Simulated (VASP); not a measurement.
Wanted: the native input for a VASP 6.6.1 run.

```
Task                   : single point
Functional             : r2SCAN
Potentials or basis    : VASP PAW PBE potentials, release 64 (Ti_sv)
Cutoff                 : 520 eV
k mesh                 : 20 × 20 × 20
Occupations            : gaussian, width 0.15 eV
Spin                   : no spin polarisation
Dipole correction      : no
Further INCAR settings : ALGO = Normal; EDIFF = 1e-06; NBANDS = 12
```

The system is Ti.

```
Ti
1.0
    -1.64921    1.64100    1.64100
     1.64921   -1.64100    1.64100
     1.64921    1.64100   -1.64100
Ti
1
Direct
  0.00000 0.00000 0.00000
```

This cell differs from its parent crystal: strain +0.0050 x Voigt [1, 0, 0, 0, 0, 0].

One way to write it, as run:

POSCAR

```
Ti
1.0
   -1.6492050000      1.6410000000      1.6410000000
    1.6492050000     -1.6410000000      1.6410000000
    1.6492050000      1.6410000000     -1.6410000000
Ti
1
Direct
    0.0000000000      0.0000000000      0.0000000000
```

INCAR.step1

```
SYSTEM = Ti
  PREC = Accurate
  ENCUT = 520
  ISMEAR = 0
  SIGMA = 0.15
  LREAL = .FALSE.
  LASPH = .TRUE.
  NELM = 80
  NBANDS = 12
  GGA = PE
  ALGO = Normal
  EDIFF = 1E-4
  LWAVE = .TRUE.
  LCHARG = .FALSE.
```

INCAR.step2

```
SYSTEM = Ti
  PREC = Accurate
  ENCUT = 520
  EDIFF = 1E-6
  ISMEAR = 0
  SIGMA = 0.15
  LREAL = .FALSE.
  LASPH = .TRUE.
  NELM = 80
  ALGO = Normal
  ISIF = 2
  LWAVE = .FALSE.
  LCHARG = .FALSE.
  METAGGA = R2SCAN
  LMIXTAU = .TRUE.
  NBANDS = 12
  ISTART = 1
```

KPOINTS

```
regular mesh
0
G
  20 20 20
  0 0 0
```

Potentials or basis: VASP PAW PBE potentials, release 64 (Ti_sv).

The run is started by

```bash
$ cat potpaw_PBE.64/Ti_sv/POTCAR > POTCAR
$ cp INCAR.step1 INCAR
$ mpirun -np 1 vasp_std > vasp.out
$ cp INCAR.step2 INCAR
$ mpirun -np 1 vasp_std > vasp.out
```

Results of the run:

```json
{
 "Pressure": "-3.1 GPa",
 "Band gap on the k mesh": "zero (band 6 reaches 8.99 eV, above the bottom of band 7 at 7.18 eV)"
}
```

Caveat: the cell differs from its parent crystal (strain +0.0050 x Voigt [1, 0, 0, 0, 0, 0]); the PAW data sets were made with another functional, which shifts forces and pressure a little.

Run time: 2.3 min on 1 thread of Intel(R) Xeon(R) 6975P-C (Granite Rapids), with other jobs on the host, peak memory 0.25 GiB.
